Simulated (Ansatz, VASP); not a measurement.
## LiF in VASP and in Ansatz

```xyz
4
Lattice="2.9359 0.0000 0.0000 -1.4680 2.5426 0.0000 0.0000 0.0000 4.8901" Properties=species:S:1:pos:R:3 pbc="T T T"
Li    0.0000    1.6951    1.8635
Li    1.4680    0.8475    4.3085
F     0.0000    1.6951    4.8604
F     1.4680    0.8475    2.4153
```

Alike in both runs: task single point; functional PBE; k mesh 9 × 9 × 6; occupations gaussian, width 0.05 eV; no spin polarisation.

|  | VASP | Ansatz |
| --- | --- | --- |
| version | VASP 6.6.1 | Ansatz 0.2.0 |
| potentials or method | VASP PAW PBE potentials, release 64 (Li_sv, F), cutoff 520 eV | scalar-relativistic, plane waves, PAW |
| valence electrons in the cell | 20 | 20 |

Ansatz gave:

* gap on the k mesh at the Fermi level (eV): 8.36
* least direct gap on the mesh (eV): 8.36
* rms of the force components (eV/Å): 0.156

Question: Which values does VASP return?

Answer: gap on the k mesh at the Fermi level (eV): 8.35; least direct gap on the mesh (eV): 8.35; rms of the force components (eV/Å): 0.165.

Atom by atom the forces differ by 0.009 eV/Å (rms over components). The functional is the same, so the differences come from potentials, cutoffs and numerics.

Noted on VASP's run: the cutoff is short for stress, so the pressure is rough.
